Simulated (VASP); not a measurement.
Input of a VASP 6.6.1 run:

INCAR

```
  ALGO = Normal
  EDIFF = 1E-6
  ENCUT = 520
  GGA = PE
  ISIF = 2
  ISMEAR = 0
  IVDW = 12
  LASPH = True
  LCHARG = False
  LREAL = False
  LWAVE = False
  NBANDS = 20
  NELM = 100
  PREC = Accurate
  SIGMA = 0.05
```

The input KPOINTS:

```
k-points
0
Gamma
  12 12 12
```

POSCAR

```
WS2
1.0
    1.4464099883      0.8350851961      7.1936494712
   -1.4464099883      0.8350851961      7.1936494712
    0.0000000000     -1.6701703922      7.1936494712
W S
1 2
Direct
    0.9993445368      0.9993445368      0.9993445368
    0.7527776226      0.7527776226      0.7527776226
    0.5791778407      0.5791778407      0.5791778407
```

Potentials or basis: VASP PAW PBE potentials, release 64 (W_sv, S).

The run is started by

```sh
$ cat potpaw_PBE.64/W_sv/POTCAR potpaw_PBE.64/S/POTCAR > POTCAR
$ mpirun -np 1 vasp_std > vasp.out
```

Question: What does it give for the band gap on the k mesh?

Answer: Zero (bands 13 and 14 overlap by 0.07 eV).

Question: What does it give for the largest force?

Answer: 2.963 eV/Å.

Question: Predict the dispersion energy per atom.

Answer: -0.435 eV.

Stress tensor (GPa, compression positive):
```
 18.88   0.00   0.00
  0.00  18.88   0.00
  0.00   0.00 -36.98
```

Caveat: spin-orbit coupling is left out, which moves the levels of the heavy elements; forces of over 1 eV/Å act on the atoms, so gaps and moduli don't describe the material at rest.
